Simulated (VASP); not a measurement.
# Si16Ge (a cell with a defect) in VASP: further runs, part 2 of 2

VASP 6.6.1.

### Step 4. Single point, PBE

INCAR reads:

```
PREC = Accurate
ENCUT = 520
EDIFF = 1E-6
ISMEAR = -1
SIGMA = 0.02
LREAL = Auto
LASPH = T
NELM = 80
ALGO = Normal
ISIF = 2
LWAVE = F
LCHARG = F
GGA = PE
NBANDS = 53
```

KPOINTS reads:

```
Automatic mesh
0
Gamma
  2 2 2
```

POSCAR reads:

```
Si16Ge
1.0
    0.0000000000      5.4300000000      5.4300000000
    5.4300000000      0.0000000000      5.4300000000
    5.4300000000      5.4300000000      0.0000000000
Si Ge
16 1
Direct
    0.0176372007     -0.0536565378      0.0180209945
    0.1159107735      0.1161343462      0.1163072744
   -0.0399134438      0.0093044199      0.5153088398
    0.1159195212      0.1161270718      0.6516674033
   -0.0007360037      0.4872951197     -0.0003557090
    0.1429539595      0.5703847145      0.1433425414
   -0.0007334254      0.4872868324      0.5138207182
    0.1051860958      0.6363940147      0.6292183241
    0.5149256906      0.0093503683     -0.0395107735
    0.6512941068      0.1161574586      0.1162852670
    0.5149467772      0.0093406998      0.5152519337
    0.5998518416      0.1997190608      0.6002256906
    0.5134295580      0.4873207182     -0.0003658379
    0.6288384899      0.6364320442      0.1055430939
    0.4729751381      0.5803622468      0.4733410681
    0.6288432781      0.6364246777      0.6292058932
    0.3232475138      1.0294804788      0.3236478821
```

Potentials or basis: VASP PAW PBE potentials, release 64 (Si, Ge_d).

The run is started by

```
$ cat potpaw_PBE.64/Si/POTCAR potpaw_PBE.64/Ge_d/POTCAR > POTCAR
$ mpirun -np 1 vasp_std > vasp.out
```

OUTCAR:

```text
PREC = Accurate
   ENCUT = 520
   EDIFF = 1E-6
   ISMEAR = -1
   LREAL = Auto
   LASPH = T
   NELM = 80
   ISIF = 2
   GGA = PE

 ion  position               nearest neighbor table
   1  0.018  0.946  0.018-  10 2.32   2 2.32   4 2.32   6 2.36
   2  0.116  0.116  0.116-   1 2.32   5 2.33  17 2.43   3 2.51   9 2.51
   3  0.960  0.009  0.515-  12 2.31   8 2.34  17 2.46   2 2.51   4 2.51
   4  0.116  0.116  0.652-   1 2.32   7 2.33  17 2.43   3 2.51  11 2.51
   5  0.999  0.487  1.000-   2 2.33   8 2.33  14 2.33   6 2.34
   6  0.143  0.570  0.143-   7 2.34   5 2.34  13 2.34   1 2.36
   7  0.999  0.487  0.514-   4 2.33   8 2.33  16 2.33   6 2.34
   8  0.105  0.636  0.629-   7 2.33   5 2.33   3 2.34  15 2.35
   9  0.515  0.009  0.960-  12 2.31  14 2.34  17 2.46  10 2.51   2 2.51
  10  0.651  0.116  0.116-   1 2.32  13 2.33  17 2.44  11 2.51   9 2.51
  11  0.515  0.009  0.515-  12 2.31  16 2.34  17 2.46  10 2.51   4 2.51
  12  0.600  0.200  0.600-   3 2.31  11 2.31   9 2.31  15 2.39
  13  0.513  0.487  1.000-  10 2.33  16 2.33  14 2.33   6 2.34
  14  0.629  0.636  0.106-   5 2.33  13 2.33   9 2.34  15 2.35
  15  0.473  0.580  0.473-   8 2.35  16 2.35  14 2.35  12 2.39  17 2.82
  16  0.629  0.636  0.629-   7 2.33  13 2.33  11 2.34  15 2.35
  17  0.323  0.029  0.324-   4 2.43   2 2.43  10 2.44   9 2.46  11 2.46   3 2.46  15 2.82

  LATTYP: Found a face centered cubic cell.
 ALAT       =    10.8600000000

  Lattice vectors:

 A1 = (   0.0000000000,   5.4300000000,   5.4300000000)
 A2 = (   5.4300000000,   0.0000000000,   5.4300000000)
 A3 = (   5.4300000000,   5.4300000000,   0.0000000000)

Analysis of symmetry for initial positions (statically):
=====================================================================
 Subroutine PRICEL returns:
 Original cell was already a primitive cell.

 Routine SETGRP: Setting up the symmetry group for a
 face centered cubic supercell.

 Subroutine GETGRP returns: Found  1 space group operations
 (whereof  1 operations were pure point group operations)
 out of a pool of 48 trial point group operations.

The static configuration has the point symmetry C_1 .

Analysis of symmetry for dynamics (positions and initial velocities):
=====================================================================
 Subroutine PRICEL returns:
 Original cell was already a primitive cell.

 Routine SETGRP: Setting up the symmetry group for a
 face centered cubic supercell.

 Subroutine GETGRP returns: Found  1 space group operations
 (whereof  1 operations were pure point group operations)
 out of a pool of 48 trial point group operations.

The dynamic configuration has the point symmetry C_1 .

 Subroutine INISYM returns: Found  1 space group operations
 (whereof  1 operations are pure point group operations),
 and found     1 'primitive' translations

----------------------------------------------------------------------------------------

                                     Primitive cell

  volume of cell :     320.2060

  direct lattice vectors                    reciprocal lattice vectors
     0.000000000  5.430000000  5.430000000    -0.092081031  0.092081031  0.092081031
[... 75 lines left out ...]
  0.000000  0.500000  0.000000      1.000000
  0.000000  0.000000  0.500000      1.000000
  0.500000  0.500000  0.500000      1.000000
  0.500000  0.500000  0.000000      1.000000
  0.000000  0.500000  0.500000      1.000000
  0.500000  0.000000  0.500000      1.000000
   k-points           NKPTS =      8   k-points in BZ     NKDIM =      8   number of bands    NBANDS=     53
   number of dos      NEDOS =    301   number of ions     NIONS =     17
   total plane-waves  NPLWV = 216000
   dimension x,y,z NGX =    60 NGY =   60 NGZ =   60
   dimension x,y,z NGXF=   120 NGYF=  120 NGZF=  120
   ions per type =              16   1
   NGX,Y,Z   is equivalent  to a cutoff of  12.99, 12.99, 12.99 a.u.
   NGXF,Y,Z  is equivalent  to a cutoff of  25.98, 25.98, 25.98 a.u.
 SYSTEM =  unknown system
   PREC   = accura    normal or accurate (medium, high low for compatibility)
   ISTART =      0    job   : 0-new  1-cont  2-samecut
   ICHARG =      2    charge: 1-file 2-atom 10-const
   ISPIN  =      1    spin polarized calculation?
   LNONCOLLINEAR =      F non collinear calculations
   LSORBIT =      F    spin-orbit coupling
   LASPH  =      T    aspherical Exc in radial PAW
   ENCUT  =  520.0 eV  38.22 Ry    6.18 a.u.  14.28 14.28 14.28*2*pi/ulx,y,z
   NELM   =     80;   NELMIN=  2; NELMDL= -5     # of ELM steps
   EDIFF  = 0.1E-05   stopping-criterion for ELM
   LREAL  =      T    real-space projection
   EDIFFG = 0.1E-04   stopping-criterion for IOM
   NSW    =      0    number of steps for IOM
   IBRION =     -1    ionic relax: 0-MD 1-quasi-New 2-CG
   NFREE  =      0    steps in history (QN), initial steepest desc. (CG)
   ISIF   =      2    stress and relaxation
   ISYM   =      2    0-nonsym 1-usesym 2-fastsym
   POTIM  = 0.5000    time-step for ionic-motion
   TEBEG  =    0.0;   TEEND  =   0.0 temperature during run
   PSTRESS=    0.0 pullay stress
   NELECT =      78.0000    total number of electrons
   NUPDOWN=      -1.0000    fix difference up-down
   EMIN   =  10.00;   EMAX   =-10.00  energy-range for DOS
   EFERMI =   0.00;   METHOD = LEGACY
   ISMEAR =    -1;   SIGMA  =   0.02  broadening in eV -4-tet -1-fermi 0-gaus
   EFERMI_NEDOS =   21; number of points for ismear=-14 and -15
   IALGO  =     38    algorithm
   IMIX   =      4    mixing-type and parameters
     AMIX     =   0.40;   BMIX     =  1.00
     AMIX_MAG =   1.60;   BMIX_MAG =  1.00
  volume/ion in A,a.u.               =      18.84       127.11
  Fermi-wavevector in a.u.,A,eV,Ry     =   1.022421  1.932096 14.222785  1.045345
  Thomas-Fermi vector in A             =   2.156100
   LORBIT       =      0    0 simple, 1 ext, 2 COOP (PROOUT), +10 PAW based schemes
   GGA     = PE    functional components
   LHFCALC =     F    Hartree Fock is set to
   AEXX    =    0.0000 exact exchange contribution
   IVDW    =     0    specifies the selected vdW correction
   LEPSILON=     F    determine dielectric tensor
   LRPA    =     F    only Hartree local field effects (RPA)
 non-spin polarized calculation
  energy-cutoff  :      520.00
  volume of cell :      320.21
 maximum number of plane-waves:      8646
 NGX is ok and might be reduce to    60
   NGX = 29   NGY = 29   NGZ = 29

 number of electron      78.0000002 magnetization

 Free energy of the ion-electron system (eV)
  ---------------------------------------------------
  ext. energy  EPLUGINS =         0.00000000
  ---------------------------------------------------
  free energy    TOTEN  =       -86.35367415 eV

  energy without entropy =      -86.34197459  energy(sigma->0) =      -86.34782437

 E-fermi :   6.6928     XC(G=0):  -9.7716

 val. band max:        6.6580121937   @ k =   0.5000   0.5000   0.0000
 cond. band min:       6.7172904317   @ k =   0.0000   0.0000   0.0000
 fundamental gap:      0.0592782380
 Fermi energy:         6.6928465814

 k-point     1 :       0.0000    0.0000    0.0000
  band No.  band energies     occupation
      1     -17.9872      2.00000
      2     -17.9871      2.00000
      3     -17.8692      2.00000
      4     -17.8692      2.00000
      5     -17.8650      2.00000
      6      -6.3593      2.00000
[... 421 lines left out ...]
     50      10.3649      0.00000
     51      10.4360      0.00000
 [bands above 51 left out]

------------------------ aborting loop because EDIFF is reached ----------------------------------------

  FORCE on cell =-STRESS in cart. coord.  units (eV):
  Direction    XX          YY          ZZ          XY          YZ          ZX
  --------------------------------------------------------------------------------------
  -------------------------------------------------------------------------------------
  Total       11.1313594     11.1311515     11.1298540      1.3187232      1.3230774     -1.3227230
  in kB       55.6966791     55.6956392     55.6891469      6.5983407      6.6201272     -6.6183543
  external PRESSURE =      55.6938217 kB  Pullay stress =       0.0000000 kB

 VOLUME and BASIS-vectors are now :
 -----------------------------------------------------------------------------
  energy-cutoff  :      520.00
  volume of cell :      320.21
      direct lattice vectors                 reciprocal lattice vectors
     0.000000000  5.430000000  5.430000000    -0.092081031  0.092081031  0.092081031
     5.430000000  0.000000000  5.430000000     0.092081031 -0.092081031  0.092081031
     5.430000000  5.430000000  0.000000000     0.092081031  0.092081031 -0.092081031

 POSITION                                       TOTAL-FORCE (eV/Angst)
 -----------------------------------------------------------------------------------
      5.23650      0.19362      5.23441         0.003600     -0.003554      0.003938
      1.26216      1.26094      1.26000         0.000188      0.003856     -0.000268
      2.84865      8.01140      5.26379         0.000564     -0.000484      0.004091
      4.16912      4.16800      1.26001        -0.004124     -0.000206     -0.000235
      8.07408     10.85407      8.07202        -0.000854     -0.000974     -0.001132
      3.87554      1.55459      3.87343        -0.000477      0.000293      0.000359
[... 9 lines left out ...]
      6.87237      6.83121      6.87040        -0.000123     -0.001229     -0.000707
      1.91749      3.51264      1.91531         0.001199     -0.000838      0.000754
 -----------------------------------------------------------------------------------
    total drift:                                0.005692     -0.005854      0.004434

  FREE ENERGIE OF THE ION-ELECTRON SYSTEM (eV)
  ---------------------------------------------------
  free  energy   TOTEN  =       -86.3536741521 eV

  energy  without entropy=      -86.3419745918  energy(sigma->0) =      -86.34782437
```

It took 2.2 min on 1 thread of Intel Xeon 6975P-C (Granite Rapids), shared host; peak memory 0.49 GiB.

Results:

```yaml
Free_energy: -86.3537 eV
Pressure: 5.6 GPa
Largest_force: 0.008 eV/Å
Band_gap_on_the_k_mesh: 0.06 eV
```

Forces in eV/Å, atoms in the order of the input:
```
Si   0.004 -0.004  0.004
Si   0.000  0.004  0.000
Si   0.001  0.000  0.004
Si  -0.004  0.000  0.000
Si  -0.001 -0.001 -0.001
Si   0.000  0.000  0.000
Si   0.001  0.001 -0.001
Si  -0.001  0.001  0.001
Si   0.003 -0.001  0.001
Si   0.001 -0.001 -0.004
Si   0.001 -0.003  0.000
Si  -0.005  0.005 -0.004
Si   0.000  0.000  0.001
Si   0.001  0.000 -0.001
Si   0.000  0.001 -0.001
Si   0.000 -0.001 -0.001
Ge   0.001 -0.001  0.001
```

Stress tensor (GPa, compression positive):
```
 5.57  0.66 -0.66
 0.66  5.57  0.66
-0.66  0.66  5.57
```

Caveat: the k points lie up to 0.50 Å⁻¹ apart.

### Step 5. Single point, PBE

INCAR reads:

```
SYSTEM = Si16Ge
PREC     = Accurate       ! precision mode
ENCUT    = 520            ! plane-wave cutoff, eV
EDIFF    = 1E-6           ! SCF threshold, eV
ISMEAR   = -1             ! smearing method
SIGMA    = 0.02           ! smearing width, eV
LREAL    = Auto         
LASPH    = .True.         ! aspherical terms in the spheres
NELM     = 80             ! most SCF steps
ALGO     = Normal         ! electronic algorithm
ISIF     = 2              ! what is computed and relaxed
LWAVE    = .False.        ! write WAVECAR
LCHARG   = .False.        ! write CHGCAR
GGA      = PE             ! functional
NBANDS   = 53             ! bands
```

KPOINTS reads:

```
regular mesh
0
Gamma
  2 2 2
  0 0 0
```

POSCAR reads:

```
Si16Ge
1.0
    0.0000000000      5.4300000000      5.4300000000
    5.4300000000      0.0000000000      5.4300000000
    5.4300000000      5.4300000000      0.0000000000
Si Ge
16 1
Direct
    0.0228251381     -0.0692107735      0.0232689687
    0.1072613260      0.1201482505      0.1071769797
   -0.0257941068      0.0130441989      0.5064145488
    0.1071650092      0.1201685083      0.6655780847
   -0.0059047882      0.4939650092     -0.0056406998
    0.1489761510      0.5525087477      0.1493166667
   -0.0059360037      0.4939757827      0.5176999079
    0.1112489871      0.6412998158      0.6237745856
    0.5061172192      0.0129157459     -0.0255209024
    0.6650109576      0.1199549724      0.1075078269
    0.5061173112      0.0129267035      0.5065524862
    0.6065038674      0.1799414365      0.6068128913
    0.5173854512      0.4938193370     -0.0055709024
    0.6234831492      0.6411595764      0.1116023020
    0.4816191529      0.5545180479      0.4819646409
    0.6234612339      0.6411770718      0.6238253223
    0.2945755064      1.1152362799      0.2951845304
```

Potentials or basis: VASP PAW PBE potentials, release 64 (Si, Ge_d).

The run is started by

```
$ cat potpaw_PBE.64/Si/POTCAR potpaw_PBE.64/Ge_d/POTCAR > POTCAR
$ mpirun -np 1 vasp_std > vasp.out
```

OUTCAR:

```text
SYSTEM = Si16Ge
   PREC = Accurate
   ENCUT = 520
   EDIFF = 1E-6
   ISMEAR = -1
   LREAL = Auto
   LASPH = .True.
   NELM = 80
   ISIF = 2
   GGA = PE

 ion  position               nearest neighbor table
   1  0.023  0.931  0.023-   4 2.29   2 2.29  10 2.29   6 2.37
   2  0.107  0.120  0.107-   1 2.29   5 2.35  17 2.47   9 2.51   3 2.51
   3  0.974  0.013  0.506-  12 2.32   8 2.33  17 2.44   2 2.51   4 2.51
   4  0.107  0.120  0.666-   1 2.29   7 2.35  17 2.47  11 2.51   3 2.51
   5  0.994  0.494  0.994-   8 2.33  14 2.33   2 2.35   6 2.35
[... 655 lines left out ...]
  Total       11.1051112     11.1067359     11.1075524      1.6934851      1.6845166     -1.6848620
  in kB       55.5653441     55.5734737     55.5775593      8.4734930      8.4286184     -8.4303466
  external PRESSURE =      55.5721257 kB  Pullay stress =       0.0000000 kB

 VOLUME and BASIS-vectors are now :
 -----------------------------------------------------------------------------
  energy-cutoff  :      520.00
  volume of cell :      320.21
      direct lattice vectors                 reciprocal lattice vectors
     0.000000000  5.430000000  5.430000000    -0.092081031  0.092081031  0.092081031
     5.430000000  0.000000000  5.430000000     0.092081031 -0.092081031  0.092081031
     5.430000000  5.430000000  0.000000000     0.092081031  0.092081031 -0.092081031

 POSITION                                       TOTAL-FORCE (eV/Angst)
 -----------------------------------------------------------------------------------
      5.18054      0.25029      5.17813        -0.008806      0.007970     -0.008071
      1.23438      1.16440      1.23483        -0.008075     -0.012660     -0.008022
      2.82066      8.03977      5.36077        -0.006632      0.007313      0.020302
      4.26660      4.19599      1.23442         0.012948      0.007984     -0.008365
      8.08160     10.79731      8.08017        -0.001327     -0.005600     -0.000613
      3.81091      1.61973      3.80906        -0.016092      0.016387     -0.016099
[... 9 lines left out ...]
      6.86896      6.77277      6.86699        -0.001494     -0.006947     -0.002041
      2.22858      3.20240      2.22528         0.054580     -0.055214      0.056495
 -----------------------------------------------------------------------------------
    total drift:                                0.004148     -0.003098      0.000540

  FREE ENERGIE OF THE ION-ELECTRON SYSTEM (eV)
  ---------------------------------------------------
  free  energy   TOTEN  =       -86.3596153147 eV

  energy  without entropy=      -86.3437231712  energy(sigma->0) =      -86.35166924
```

Wall time 2 min (1 thread of Intel Xeon 6975P-C (Granite Rapids), shared host); peak memory 0.48 GiB.

What came out:

* Free energy: -86.3596 eV
* Pressure: 5.6 GPa
* Largest force: 0.096 eV/Å
* Band gap on the k mesh: zero (band 39 reaches 6.74 eV, above the bottom of band 40 at 6.71 eV)

Forces on the atoms (eV/Å):
```
Si  -0.009  0.008 -0.008
Si  -0.008 -0.013 -0.008
Si  -0.007  0.007  0.020
Si   0.013  0.008 -0.008
Si  -0.001 -0.006 -0.001
Si  -0.016  0.016 -0.016
Si   0.005  0.001 -0.001
Si  -0.001  0.001  0.006
Si   0.021  0.008 -0.006
Si  -0.007  0.007  0.013
Si  -0.007 -0.021 -0.007
Si  -0.020  0.021 -0.021
Si  -0.001  0.001  0.006
Si   0.007  0.002 -0.002
Si  -0.021  0.021 -0.021
Si  -0.001 -0.007 -0.002
Ge   0.055 -0.055  0.056
```

Stress tensor (GPa, compression positive):
```
 5.56  0.85 -0.84
 0.85  5.56  0.84
-0.84  0.84  5.56
```

Caveat: the k points lie up to 0.50 Å⁻¹ apart.

### Step 6. Single point, PBE

INCAR reads:

```
SYSTEM = Si16Ge
PREC = Accurate
ENCUT = 520
EDIFF = 1E-7
ISMEAR = -1
SIGMA = 0.02
LREAL = Auto
LASPH = .TRUE.
NELM = 100
ALGO = Normal
ISIF = 2
LWAVE = .FALSE.
LCHARG = .TRUE.
GGA = PE
LELF = .TRUE.
LVHAR = .TRUE.
NBANDS = 53
```

KPOINTS reads:

```
regular mesh
0
G
  2 2 2
  0 0 0
```

POSCAR reads:

```
Si16Ge
1.0
    0.0000000000      5.4300000000      5.4300000000
    5.4300000000      0.0000000000      5.4300000000
    5.4300000000      5.4300000000      0.0000000000
Si Ge
16 1
Direct
    0.0136327808     -0.0415392265      0.0140576427
    0.1160398711      0.1168754144      0.1161691529
   -0.0189262431      0.0055155617      0.5067750460
    0.1160376611      0.1168199816      0.6511034070
   -0.0042140884      0.4969238490     -0.0039492634
    0.1356738490      0.5924430939      0.1360523020
   -0.0042092081      0.4968644567      0.5114633517
    0.1155993554      0.6346824125      0.6249404236
    0.5065012891      0.0054988950     -0.0186825046
    0.6506963168      0.1167627993      0.1163233886
    0.5065246777      0.0054548803      0.5068254144
    0.6132791897      0.1597554328      0.6135441989
    0.5110991713      0.4968251381     -0.0038796501
    0.6246549724      0.6346573665      0.1158678637
    0.4889107735      0.5328608656      0.4891905157
    0.6246712707      0.6346158379      0.6249898711
    0.2676831492      1.1962220074      0.2681483425
```

Potentials or basis: VASP PAW PBE potentials, release 64 (Si, Ge_d).

The run is started by

```
$ cat potpaw_PBE.64/Si/POTCAR potpaw_PBE.64/Ge_d/POTCAR > POTCAR
$ mpirun -np 1 vasp_std > vasp.out
```

Wall time 2.4 min (1 thread of Intel Xeon 6975P-C (Granite Rapids), shared host); peak memory 0.48 GiB.

The run converged. Its results:

| Quantity | Value |
| --- | --- |
| Free energy | -86.5516 eV |
| Pressure | 6.3 GPa |
| Largest force | 0.334 eV/Å |
| Band gap on the k mesh | zero (band 39 reaches 6.96 eV, above the bottom of band 40 at 6.75 eV) |

Forces on the atoms (eV/Å):
```
Si   0.063 -0.063  0.063
Si   0.012  0.077  0.012
Si  -0.036  0.036 -0.012
Si  -0.076 -0.012  0.011
Si   0.008  0.023  0.008
Si   0.090 -0.090  0.090
Si  -0.024 -0.009  0.009
Si  -0.030  0.030 -0.017
Si  -0.011  0.038 -0.037
Si   0.013 -0.013 -0.078
Si  -0.037  0.011 -0.036
Si  -0.060  0.060 -0.060
Si   0.008 -0.008 -0.023
Si  -0.017  0.030 -0.030
Si  -0.066  0.065 -0.064
Si  -0.030  0.017 -0.030
Ge   0.192 -0.193  0.194
```

Stress tensor (GPa, compression positive):
```
 6.33  0.33 -0.33
 0.33  6.33  0.33
-0.33  0.33  6.33
```

Levels at points of the mesh, in eV from the Fermi level:
```
           k point  band 36  band 37  band 38  band 39  band 40  band 41  band 42  band 43
(0.00, 0.00, 0.00)    -0.92    -0.74    -0.74    -0.45    -0.18    -0.18     0.03     0.03
(0.50, 0.00, 0.00)    -1.51    -1.50    -1.34    -0.24     0.28     0.70     0.77     0.85
(0.00, 0.50, 0.00)    -1.47    -1.45    -1.45    -0.36     0.39     0.39     1.04     1.04
(0.00, 0.00, 0.50)    -1.51    -1.50    -1.34    -0.24     0.29     0.69     0.77     0.85
(0.50, 0.50, 0.50)    -1.51    -1.50    -1.34    -0.24     0.28     0.69     0.77     0.85
(0.50, 0.50, 0.00)    -2.01    -1.89    -1.23     0.03     0.60     1.06     1.15     1.23
(0.00, 0.50, 0.50)    -2.02    -1.89    -1.22     0.03     0.60     1.06     1.15     1.23
(0.50, 0.00, 0.50)    -2.02    -1.89    -1.23     0.03     0.60     1.06     1.15     1.23
```

Caveat: the k points lie up to 0.50 Å⁻¹ apart.
